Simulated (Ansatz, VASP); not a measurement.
One calculation of Al, two programs

```
Al
1.0
     0.00000    2.08470    2.02398
     2.08470    0.00000    2.02398
     2.08470    2.08470    0.00000
Al
1
Direct
  0.00000 0.00000 0.00000
```

Change from the starting cell: equal xx and yy strain of +3 %.

Alike in both runs: task single point; functional PBE; k mesh 14 × 14 × 14; occupations fermi-dirac, width 0.05 eV; no spin polarisation.

|  | VASP | Ansatz |
| --- | --- | --- |
| version | VASP 6.6.1 | Ansatz 0.2.0 |
| potentials or method | VASP PAW PBE potentials, release 64 (Al), cutoff 520 eV | all-electron LAPW, scalar-relativistic |

|  | VASP | Ansatz | Ansatz less VASP |
| --- | --- | --- | --- |
| pressure (GPa) | -4.3 | -4.3 | +0.04 |
| traceless stress, the component that is largest in VASP (GPa) | 0.21 | 0.21 | +0.002 |

Ansatz ran all-electron here, and VASP with PAW potentials.
